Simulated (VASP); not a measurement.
# Pr2SbSe2 (P-3m1) in VASP: a series of runs

The runs below take Pr2SbSe2 through single point, relaxation of cell and atoms, with PBE.

Program: VASP 6.6.1. These are calculated values, not measurements. Logs are shortened: lines on timing, memory, paths and dates and some standing lists are left out, and cuts for length are marked.

**1. The cell of the first run**

The structure is trigonal, space group P-3m1 (No. 164). Conventional cell: a = 4.466 Å, b = 4.466 Å, c = 7.412 Å, α = 90.00°, β = 90.00°, γ = 120.00°. Within 3.5 Å of Pr (site symmetry 3m) lie 4 Se at 2.67 to 2.78 Å and 3 Sb at 3.17 Å. Sb (site symmetry -3m) has 6 Pr at 3.17 Å and 6 Se at 3.88 Å within 4.2 Å. Se (site symmetry 3m) has 4 Pr at 2.67 to 2.78 Å and 3 Se at 3.04 Å within 3.5 Å.

The cell was built from a structure type or drawn by symmetry, and may not be a known phase.

**2. Single point, PBE**

Contents of INCAR:

```
PREC = Accurate
ENCUT = 520
EDIFF = 1E-6
ISMEAR = 0
SIGMA = 0.1
LREAL = F
LASPH = T
NELM = 80
ALGO = Normal
ISIF = 2
LWAVE = F
LCHARG = T
GGA = PE
LELF = T
LVHAR = T
NBANDS = 30
```

Contents of KPOINTS:

```
regular mesh
0
Gamma
  6 6 4
```

Contents of POSCAR:

```
Pr2SbSe2
1.0
    4.4656360200      0.0000000000      0.0000000000
   -2.2328180100      3.8673542400      0.0000000000
    0.0000000000      0.0000000000      7.4119775500
Pr Sb Se
2 1 2
Direct
    0.3333333300      0.6666666700      0.2490000000
    0.6666666700      0.3333333300      0.7510000000
    0.0000000000      0.0000000000      0.0000000000
    0.6666666700      0.3333333300      0.3910000000
    0.3333333300      0.6666666700      0.6090000000
```

Potentials or basis: VASP PAW PBE potentials, release 64 (Pr, Sb, Se).

Run with:

```bash
> cat potpaw_PBE.64/Pr/POTCAR potpaw_PBE.64/Sb/POTCAR potpaw_PBE.64/Se/POTCAR > POTCAR
> mpirun -np 1 vasp_std > vasp.out
```

OUTCAR:

```text
PREC = Accurate
   ENCUT = 520
   EDIFF = 1E-6
   ISMEAR = 0
   LREAL = F
   LASPH = T
   NELM = 80
   ISIF = 2
   GGA = PE

 ion  position               nearest neighbor table
   1  0.333  0.667  0.249-   5 2.67   4 2.78   4 2.78   4 2.78   3 3.17   3 3.17   3 3.17
   2  0.667  0.333  0.751-   4 2.67   5 2.78   5 2.78   5 2.78   3 3.17   3 3.17   3 3.17
   3  0.000  0.000  0.000-   1 3.17   2 3.17   2 3.17   1 3.17   2 3.17   1 3.17
   4  0.667  0.333  0.391-   2 2.67   1 2.78   1 2.78   1 2.78
   5  0.333  0.667  0.609-   1 2.67   2 2.78   2 2.78   2 2.78

  LATTYP: Found a hexagonal cell.
 ALAT       =     4.4656360200
 C/A-ratio  =     1.6597809398

  Lattice vectors:

 A1 = (   4.4656360200,   0.0000000000,   0.0000000000)
 A2 = (  -2.2328180100,   3.8673542400,   0.0000000000)
 A3 = (   0.0000000000,   0.0000000000,   7.4119775500)

Analysis of symmetry for initial positions (statically):
=====================================================================
 Subroutine PRICEL returns:
 Original cell was already a primitive cell.

 Routine SETGRP: Setting up the symmetry group for a
 hexagonal supercell.

 Subroutine GETGRP returns: Found 12 space group operations
 (whereof 12 operations were pure point group operations)
 out of a pool of 24 trial point group operations.

The static configuration has the point symmetry D_3d.

Analysis of symmetry for dynamics (positions and initial velocities):
=====================================================================
 Subroutine PRICEL returns:
 Original cell was already a primitive cell.

 Routine SETGRP: Setting up the symmetry group for a
 hexagonal supercell.

 Subroutine GETGRP returns: Found 12 space group operations
 (whereof 12 operations were pure point group operations)
 out of a pool of 24 trial point group operations.

The dynamic configuration has the point symmetry D_3d.

 Subroutine INISYM returns: Found 12 space group operations
 (whereof 12 operations are pure point group operations),
 and found     1 'primitive' translations

----------------------------------------------------------------------------------------

                                     Primitive cell

  volume of cell :     128.0063

  direct lattice vectors                    reciprocal lattice vectors
     4.465636020  0.000000000  0.000000000     0.223932268  0.129287355  0.000000000
    -2.232818010  3.867354240  0.000000000     0.000000000  0.258574710  0.000000000
     0.000000000  0.000000000  7.411977550     0.000000000  0.000000000  0.134916761

  length of vectors
     4.465636020  4.465636022  7.411977550     0.258574710  0.258574710  0.134916761

  position of ions in fractional coordinates (direct lattice)
     0.333333330  0.666666670  0.249000000
     0.666666670  0.333333330  0.751000000
     0.000000000  0.000000000  0.000000000
     0.666666670  0.333333330  0.391000000
     0.333333330  0.666666670  0.609000000

  ion indices of the primitive-cell ions
   primitive index   ion index
                 1           1
                 2           2
                 3           3
                 4           4
                 5           5

----------------------------------------------------------------------------------------

 KPOINTS: regular mesh

Automatic generation of k-mesh.
 Grid dimensions read from file:
 generate k-points for:    6    6    4

 Generating k-lattice:

  Cartesian coordinates                     Fractional coordinates (reciprocal lattice)
     0.037322045  0.021547892  0.000000000     0.166666667  0.000000000  0.000000000
     0.000000000  0.043095785  0.000000000     0.000000000  0.166666667  0.000000000
     0.000000000  0.000000000  0.033729190     0.000000000  0.000000000  0.250000000

  Length of vectors
     0.043095785  0.043095785  0.033729190

  Shift w.r.t. Gamma in fractional coordinates (k-lattice)
     0.000000000  0.000000000  0.000000000

 Subroutine IBZKPT returns following result:
 ===========================================

 Found     24 irreducible k-points:

 Following reciprocal coordinates:
            Coordinates               Weight
  0.000000  0.000000  0.000000      1.000000
  0.166667 -0.000000  0.000000      6.000000
  0.333333 -0.000000  0.000000      6.000000
  0.500000  0.000000  0.000000      3.000000
  0.166667  0.166667  0.000000      6.000000
  0.333333  0.166667  0.000000     12.000000
[... 16 lines left out ...]
  0.333333  0.166667  0.500000     12.000000
  0.333333  0.333333  0.500000      2.000000
   k-points           NKPTS =     24   k-points in BZ     NKDIM =     24   number of bands    NBANDS=     30
   number of dos      NEDOS =    301   number of ions     NIONS =      5
   total plane-waves  NPLWV =  72576
   dimension x,y,z NGX =    36 NGY =   36 NGZ =   56
   dimension x,y,z NGXF=    72 NGYF=   72 NGZF=  112
   ions per type =               2   1   2
   NGX,Y,Z   is equivalent  to a cutoff of  13.40, 13.40, 12.56 a.u.
   NGXF,Y,Z  is equivalent  to a cutoff of  26.80, 26.80, 25.12 a.u.
 SYSTEM =  unknown system
   PREC   = accura    normal or accurate (medium, high low for compatibility)
   ISTART =      0    job   : 0-new  1-cont  2-samecut
   ICHARG =      2    charge: 1-file 2-atom 10-const
   ISPIN  =      1    spin polarized calculation?
   LNONCOLLINEAR =      F non collinear calculations
   LSORBIT =      F    spin-orbit coupling
   LASPH  =      T    aspherical Exc in radial PAW
   ENCUT  =  520.0 eV  38.22 Ry    6.18 a.u.   8.30  8.30 13.78*2*pi/ulx,y,z
   NELM   =     80;   NELMIN=  2; NELMDL= -5     # of ELM steps
   EDIFF  = 0.1E-05   stopping-criterion for ELM
   LREAL  =      F    real-space projection
   EDIFFG = 0.1E-04   stopping-criterion for IOM
   NSW    =      0    number of steps for IOM
   IBRION =     -1    ionic relax: 0-MD 1-quasi-New 2-CG
   NFREE  =      0    steps in history (QN), initial steepest desc. (CG)
   ISIF   =      2    stress and relaxation
   ISYM   =      2    0-nonsym 1-usesym 2-fastsym
   POTIM  = 0.5000    time-step for ionic-motion
   TEBEG  =    0.0;   TEEND  =   0.0 temperature during run
   PSTRESS=    0.0 pullay stress
   NELECT =      43.0000    total number of electrons
   NUPDOWN=      -1.0000    fix difference up-down
   EMIN   =  10.00;   EMAX   =-10.00  energy-range for DOS
   EFERMI =   0.00;   METHOD = LEGACY
   ISMEAR =     0;   SIGMA  =   0.10  broadening in eV -4-tet -1-fermi 0-gaus
   EFERMI_NEDOS =   21; number of points for ismear=-14 and -15
   IALGO  =     38    algorithm
   IMIX   =      4    mixing-type and parameters
     AMIX     =   0.40;   BMIX     =  1.00
     AMIX_MAG =   1.60;   BMIX_MAG =  1.00
  volume/ion in A,a.u.               =      25.60       172.77
  Fermi-wavevector in a.u.,A,eV,Ry     =   1.138030  2.150566 17.621084  1.295113
  Thomas-Fermi vector in A             =   2.274735
   LORBIT       =      0    0 simple, 1 ext, 2 COOP (PROOUT), +10 PAW based schemes
   GGA     = PE    functional components
   LHFCALC =     F    Hartree Fock is set to
   AEXX    =    0.0000 exact exchange contribution
   IVDW    =     0    specifies the selected vdW correction
   LEPSILON=     F    determine dielectric tensor
   LRPA    =     F    only Hartree local field effects (RPA)
 non-spin polarized calculation
 Gauss-broadening in eV      SIGMA  =   0.10
  energy-cutoff  :      520.00
  volume of cell :      128.01
 maximum number of plane-waves:      3472
 NGX is ok and might be reduce to    36
   NGX = 17   NGY = 17   NGZ = 27

 number of electron      43.0000000 magnetization

 Free energy of the ion-electron system (eV)
  ---------------------------------------------------
  ext. energy  EPLUGINS =         0.00000000
  ---------------------------------------------------
  free energy    TOTEN  =       -27.18683623 eV

  energy without entropy =      -26.97261008  energy(sigma->0) =      -27.07972315

 E-fermi :   6.6889     XC(G=0): -10.2258

 val. band max:        6.6882720171   @ k =  -0.1667   0.5000   0.2500
 cond. band min:       6.6894706798   @ k =   0.1667   0.1667   0.0000
 fundamental gap:      0.0011986626
 Fermi energy:         6.6888613193

 k-point     1 :       0.0000    0.0000    0.0000
  band No.  band energies     occupation
      1     -29.1121      2.00000
      2     -29.0899      2.00000
      3     -11.9667      2.00000
      4     -11.2637      2.00000
      5     -11.1949      2.00000
      6     -11.1949      2.00000
[... 22 lines left out ...]
     29       6.9168      0.00126
     30       6.9226      0.00095

 k-point     2 :       0.1667   -0.0000    0.0000
  band No.  band energies     occupation
      1     -29.1072      2.00000
      2     -29.0876      2.00000
      3     -11.9245      2.00000
      4     -11.3269      2.00000
      5     -11.2665      2.00000
      6     -11.2428      2.00000
[... 22 lines left out ...]
     29       6.9126      0.00156
     30       6.9876      0.00002

 k-point     3 :       0.3333   -0.0000    0.0000
  band No.  band energies     occupation
      1     -29.0966      2.00000
      2     -29.0836      2.00000
      3     -11.8411      2.00000
      4     -11.5589      2.00000
      5     -11.3889      2.00000
      6     -11.3075      2.00000
[... 22 lines left out ...]
     29       6.8815      0.00643
     30       6.9604      0.00012

 k-point     4 :       0.5000    0.0000    0.0000
  band No.  band energies     occupation
      1     -29.0904      2.00000
      2     -29.0827      2.00000
      3     -11.7953      2.00000
      4     -11.6894      2.00000
      5     -11.4067      2.00000
      6     -11.3559      2.00000
[... 22 lines left out ...]
     29       6.8827      0.00612
     30       6.9479      0.00025

 k-point     5 :       0.1667    0.1667    0.0000
  band No.  band energies     occupation
      1     -29.0994      2.00000
      2     -29.0845      2.00000
      3     -11.8596      2.00000
      4     -11.4761      2.00000
      5     -11.3703      2.00000
      6     -11.2915      2.00000
[... 22 lines left out ...]
     29       6.9074      0.00200
     30       6.9445      0.00030
[... 526 lines left out ...]
     29       6.9338      0.00053
     30       6.9418      0.00035

 k-point    22 :       0.1667    0.1667    0.5000
  band No.  band energies     occupation
      1     -29.0947      2.00000
      2     -29.0892      2.00000
      3     -11.8456      2.00000
      4     -11.5489      2.00000
      5     -11.3068      2.00000
      6     -11.2937      2.00000
[... 22 lines left out ...]
     29       6.9089      0.00186
     30       6.9987      0.00001

 k-point    23 :       0.3333    0.1667    0.5000
  band No.  band energies     occupation
      1     -29.0878      2.00000
      2     -29.0852      2.00000
      3     -11.8306      2.00000
      4     -11.6932      2.00000
      5     -11.3363      2.00000
      6     -11.3241      2.00000
[... 22 lines left out ...]
     29       6.9005      0.00277
     30       6.9513      0.00021

 k-point    24 :       0.3333    0.3333    0.5000
  band No.  band energies     occupation
      1     -29.0847      2.00000
      2     -29.0847      2.00000
      3     -11.7600      2.00000
      4     -11.7600      2.00000
      5     -11.3597      2.00000
      6     -11.3519      2.00000
[... 22 lines left out ...]
     29       6.8420      0.03034
     30       6.9368      0.00045

------------------------ aborting loop because EDIFF is reached ----------------------------------------

  FORCE on cell =-STRESS in cart. coord.  units (eV):
  Direction    XX          YY          ZZ          XY          YZ          ZX
  --------------------------------------------------------------------------------------
  -------------------------------------------------------------------------------------
  Total        7.2425282      7.2425282     11.6555476     -0.0000000      0.0000000      0.0000000
  in kB       90.6503336     90.6503337    145.8854215     -0.0000000      0.0000000      0.0000000
  external PRESSURE =     109.0620296 kB  Pullay stress =       0.0000000 kB

 VOLUME and BASIS-vectors are now :
 -----------------------------------------------------------------------------
  energy-cutoff  :      520.00
  volume of cell :      128.01
      direct lattice vectors                 reciprocal lattice vectors
     4.465636020  0.000000000  0.000000000     0.223932268  0.129287355  0.000000000
    -2.232818010  3.867354240  0.000000000     0.000000000  0.258574710  0.000000000
     0.000000000  0.000000000  7.411977550     0.000000000  0.000000000  0.134916761

 POSITION                                       TOTAL-FORCE (eV/Angst)
 -----------------------------------------------------------------------------------
     -0.00000      2.57824      1.84558        -0.000000     -0.000000     -1.406199
      2.23282      1.28912      5.56640         0.000000      0.000000      1.406199
      0.00000      0.00000      0.00000         0.000000      0.000000      0.000000
      2.23282      1.28912      2.89808         0.000000     -0.000000     -2.009414
     -0.00000      2.57824      4.51389         0.000000      0.000000      2.009414
 -----------------------------------------------------------------------------------
    total drift:                                0.000000     -0.000000      0.000000

  FREE ENERGIE OF THE ION-ELECTRON SYSTEM (eV)
  ---------------------------------------------------
  free  energy   TOTEN  =       -27.1868362320 eV

  energy  without entropy=      -26.9726100756  energy(sigma->0) =      -27.07972315
```

Wall time 2.6 min (1 thread of Intel Xeon 6975P-C (Granite Rapids), shared host); peak memory 0.31 GiB.

Results:

```yaml
Free_energy: -27.1868 eV
Pressure: 10.9 GPa
Largest_force: 2.009 eV/Å
Band_gap_on_the_k_mesh: zero (an odd number of electrons rules out a gap without spin polarisation)
```

Forces on the atoms (eV/Å):
```
Pr   0.000  0.000 -1.406
Pr   0.000  0.000  1.406
Sb   0.000  0.000  0.000
Se   0.000  0.000 -2.009
Se   0.000  0.000  2.009
```

Stress tensor (GPa, compression positive):
```
 9.07  0.00  0.00
 0.00  9.07  0.00
 0.00  0.00 14.59
```

Caveat: the cell stands under pressure; spin-orbit coupling is left out, which moves the levels of the heavy elements; the run has no spin polarisation, though such a crystal can be magnetic; semilocal functionals describe open f shells poorly, which spoils levels, moments and volumes; forces of over 1 eV/Å act on the atoms, so gaps and moduli don't describe the material at rest.

**3. Relaxation of cell and atoms, PBE**

Contents of INCAR:

```
SYSTEM = Pr2SbSe2
PREC = Accurate ; ENCUT = 600
EDIFF = 1E-6 ; ISMEAR = 0
SIGMA = 0.1 ; LREAL = .FALSE.
LASPH = .TRUE. ; NELM = 80
ALGO = Normal ; ISIF = 3
LWAVE = .FALSE. ; LCHARG = .FALSE.
GGA = PE ; IBRION = 2
NSW = 90 ; EDIFFG = -0.04
```

Contents of KPOINTS:

```
regular mesh
0
G
  6 6 4
  0 0 0
```

POSCAR is that of step 2.

Potentials or basis: VASP PAW PBE potentials, release 64 (Pr, Sb, Se).

Run with:

```bash
> cat potpaw_PBE.64/Pr/POTCAR potpaw_PBE.64/Sb/POTCAR potpaw_PBE.64/Se/POTCAR > POTCAR
> mpirun -np 1 vasp_std > vasp.out
```

It took 42 min on 1 thread of Intel Xeon 6975P-C (Granite Rapids), shared host; peak memory 0.42 GiB.

It converged, with:

```yaml
Free_energy: -28.1420 eV
Relaxed_volume: 29.41 Å³/atom
Relaxed_cell: a = 4.728 Å, b = 4.728 Å, c = 7.596 Å, α = 90.00°, β = 90.00°, γ = 120.00°
Space_group_after_relaxing_to_0.1_Å: P-3m1 (No. 164)
Energy_gained_by_relaxing: 192.1 meV/atom
Ionic_steps: 15
Pressure_after_relaxing: 0.0 GPa
Largest_force_after_relaxing: 0.031 eV/Å
Band_gap_on_the_k_mesh: zero (an odd number of electrons rules out a gap without spin polarisation)
```

Forces on the atoms (eV/Å):
```
Pr   0.000  0.000  0.031
Pr   0.000  0.000 -0.031
Sb   0.000  0.000  0.000
Se   0.000  0.000  0.006
Se   0.000  0.000 -0.006
```

The path:
| step | energy change (eV) | largest force (eV/Å) | pressure (GPa) | volume (Å³) |
| --- | --- | --- | --- | --- |
| 1 | 0.0000 | 2.0134 | 10.95 | 128.01 |
| 2 | -0.5941 | 0.6291 | -4.80 | 163.14 |
| 3 | -0.8111 | 0.8019 | -0.83 | 149.01 |
| 4 | -0.8139 | 0.8117 | -0.57 | 148.57 |
| 5 | -0.8692 | 0.5802 | -0.01 | 147.02 |
| 6 | -0.9048 | 0.2690 | 0.93 | 144.95 |
| 7 | -0.9066 | 0.1796 | 1.21 | 144.36 |
| 8 | -0.9379 | 0.0599 | 0.03 | 147.49 |
| 9 | -0.9410 | 0.0123 | -0.44 | 148.87 |
| 10 | -0.9514 | 0.0323 | -0.25 | 148.08 |
| 11 | -0.9581 | 0.0564 | 0.05 | 147.02 |
| 12 | -0.9588 | 0.0642 | 0.17 | 146.61 |
| 13 | -0.9598 | 0.0623 | -0.17 | 147.36 |
| 14 | -0.9598 | 0.0633 | -0.08 | 147.27 |
| 15 | -0.9604 | 0.0306 | 0.03 | 147.04 |

Final structure:
```cif
data_structure
_symmetry_space_group_name_H-M 'P 1'
_symmetry_Int_Tables_number 1
_cell_length_a 4.7279
_cell_length_b 4.7279
_cell_length_c 7.5955
_cell_angle_alpha 90.000
_cell_angle_beta 90.000
_cell_angle_gamma 120.000
_cell_volume 147.04
loop_
_atom_site_label
_atom_site_type_symbol
_atom_site_fract_x
_atom_site_fract_y
_atom_site_fract_z
_atom_site_occupancy
Pr1 Pr 0.33333 0.66667 0.24284 1
Pr2 Pr 0.66667 0.33333 0.75716 1
Sb1 Sb 0.00000 0.00000 0.00000 1
Se1 Se 0.66667 0.33333 0.35817 1
Se2 Se 0.33333 0.66667 0.64183 1
```

Levels at points of the mesh, in eV from the Fermi level:
| k point | band 17 | band 18 | band 19 | band 20 | band 21 | band 22 | band 23 | band 24 |
| --- | --- | --- | --- | --- | --- | --- | --- | --- |
| (0.00, 0.00, 0.00) | -2.85 | -0.65 | -0.65 | -0.56 | 0.01 | 0.02 | 0.02 | 0.13 |
| (0.50, 0.00, 0.00) | -1.84 | -1.79 | -1.29 | -0.79 | -0.02 | 0.00 | 0.01 | 0.09 |
| (0.00, 0.00, 0.50) | -1.64 | -1.26 | -0.70 | -0.70 | 0.04 | 0.04 | 0.04 | 0.07 |
| (0.50, 0.00, 0.50) | -1.81 | -1.31 | -1.19 | -0.76 | -0.01 | 0.00 | 0.02 | 0.07 |

Caveat: spin-orbit coupling is left out, which moves the levels of the heavy elements; the run has no spin polarisation, though such a crystal can be magnetic; semilocal functionals describe open f shells poorly, which spoils levels, moments and volumes.
